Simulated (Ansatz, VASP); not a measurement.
One calculation of LiH, two programs

```
Li H
1.0
     3.25482    0.00000    0.00000
    -1.62741    2.81876    0.00000
     0.00000    0.00000    4.06907
Li H
2 2
Direct
  0.33333 0.66667 0.25000
  0.66667 0.33333 0.75000
  0.66667 0.33333 0.25000
  0.33333 0.66667 0.75000
```

Alike in both runs: task single point; functional PBE-based screened hybrid; k mesh 6 × 6 × 4; no spin polarisation.

```csv
,VASP,Ansatz
version,VASP 6.6.1,Ansatz 0.2.0
potentials or method,"VASP PAW PBE potentials, release 64 (Li_sv, H)",plane waves
plane-wave cutoff (eV),520,420
occupations,"gaussian, width 0.01 eV",fixed
valence electrons in the cell,8,8
```

```csv
,VASP,Ansatz,Ansatz less VASP
gap on the k mesh at the Fermi level (eV),4.10,4.10,-0.001
```

VASP's potentials were made for PBE, not for PBE-based screened hybrid. Ansatz's warnings: stress exchange threshold loose, stress scf threshold loose.

Noted on VASP's run: the cutoff is short for stress, so the pressure is rough.
